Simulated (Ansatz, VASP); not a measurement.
Two plane-wave programs on In5O

File INCAR:

```
SYSTEM = In5O
  PREC = Accurate
  ENCUT = 520
  EDIFF = 1E-6
  ISMEAR = 0
  SIGMA = 0.1
  LREAL = .False.
  LASPH = .True.
  NELM = 150
  ALGO = Normal
  ISIF = 2
  LWAVE = .False.
  LCHARG = .False.
  ISPIN = 2
  MAGMOM = 0 0 0 0 0 1
  LORBIT = 11
  GGA = PE
  NBANDS = 48
```

KPOINTS

```
regular mesh
0
Gamma
  3 3 3
  0 0 0
```

POSCAR

```
In5O
1.0
    3.8081469100      2.1986346400      2.8273201800
   -3.8081469100      2.1986346400      2.8273201800
    0.0000000000     -4.3972692900      2.8273201800
In O
5 1
Direct
    0.5000000000      0.0000000000      0.5000000000
    0.5000000000      0.5000000000      0.0000000000
    0.0000000000      0.5000000000      0.5000000000
    0.7992755600      0.7992755600      0.7992755600
    0.2007244400      0.2007244400      0.2007244400
    0.5000000000      0.5000000000      0.5000000000
```

Input for Ansatz:

```yaml
crystal:
  lattice:
    - [3.80814691, 2.19863464, 2.82732018]
    - [-3.80814691, 2.19863464, 2.82732018]
    - [0.0, -4.39726929, 2.82732018]
  atoms:
    - { symbol: In, position: [0.5, 0.0, 0.5] }
    - { symbol: In, position: [0.5, 0.5, 0.0] }
    - { symbol: In, position: [0.0, 0.5, 0.5] }
    - { symbol: In, position: [0.79927556, 0.79927556, 0.79927556] }
    - { symbol: In, position: [0.20072444, 0.20072444, 0.20072444] }
    - { symbol: O, position: [0.5, 0.5, 0.5], spin: 1.0 }
basis:
  ecutwfc: 420
kpoints:
  mp_grid: { grid: [3, 3, 3] }
hamiltonian:
  xc: pbe
scf:
  occupations: { method: gaussian, width: 0.1 }
  lower_state_search: "off"
output:
  forces: true
  stress: true
  eigenvalues: true
  populations: true
magnetization:
  spin_polarized: true
```

Alike in both runs: task single point; functional PBE; k mesh 3 × 3 × 3; occupations gaussian, width 0.1 eV; collinear spin.

```csv
,VASP,Ansatz
version,VASP 6.6.1,Ansatz 0.2.0
potentials or method,"VASP PAW PBE potentials, release 64 (In_d, O), cutoff 520 eV","scalar-relativistic, plane waves, PAW"
valence electrons in the cell,71,71
```

|  | VASP | Ansatz | Ansatz less VASP |
| --- | --- | --- | --- |
| gap on the k mesh at the Fermi level (eV) | none | none | - |
| pressure (GPa) | 17.7 | 17.7 | -0.05 |
| traceless stress, the component that is largest in VASP (GPa) | -6.63 | -6.63 | +0.004 |
| rms of the force components (eV/Å) | 1.667 | 1.661 | -0.0061 |
| net moment per atom (μB) | 0.00 | 0.00 | 0.000 |

Atom by atom the forces differ by 0.006 eV/Å (rms over components). A gap of «none» marks a metal or a gap that the smearing closes. The functional is the same, so the differences come from potentials, cutoffs and numerics. Ansatz's warnings: seeded moment not kept.

The k mesh is coarse, so the values compare programs but aren't converged.
